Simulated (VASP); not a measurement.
A run of VASP 6.6.1 is set up as follows.

Contents of INCAR:

```
SYSTEM = Ta
ALGO     = Fast           ! electronic algorithm
EDIFF    = 1E-7           ! SCF threshold, eV
EDIFFG   = -0.04          ! ionic threshold
ENCUT    = 600            ! plane-wave cutoff, eV
GGA      = PE             ! functional
IBRION   = 2              ! ionic algorithm
ISIF     = 3              ! what is computed and relaxed
ISMEAR   = 0              ! smearing method
LASPH    = .TRUE.         ! aspherical terms in the spheres
LCHARG   = .FALSE.        ! write CHGCAR
LREAL    = .FALSE.        ! projectors in reciprocal space
LWAVE    = .FALSE.        ! write WAVECAR
NELM     = 100            ! most SCF steps
NSW      = 90             ! ionic steps
PREC     = Accurate       ! precision mode
SIGMA    = 0.1            ! smearing width, eV
```

File KPOINTS:

```
k-points
0
G
  8 8 8
  0 0 0
```

Contents of POSCAR:

```
Ta
1.0
   -1.6798842596      1.6798842596      1.6174889931
    1.6798842596     -1.6798842596      1.6174889931
    1.6798842596      1.6798842596     -1.6174889931
Ta
1
Direct
    0.5000000000      0.5000000000      0.0000000000
```

Potentials or basis: VASP PAW PBE potentials, release 64 (Ta_pv).

The run is started by

```sh
$ cat potpaw_PBE.64/Ta_pv/POTCAR > POTCAR
$ mpirun -np 1 vasp_std > vasp.out
```

(1) Estimate the space group after relaxing (to 0.1 Å).

(2) Estimate the relaxed cell.

## Answers

(1) Im-3m (No. 229).

(2) a = 2.865 Å, b = 2.865 Å, c = 2.865 Å, α = 109.57°, β = 109.57°, γ = 109.27°.
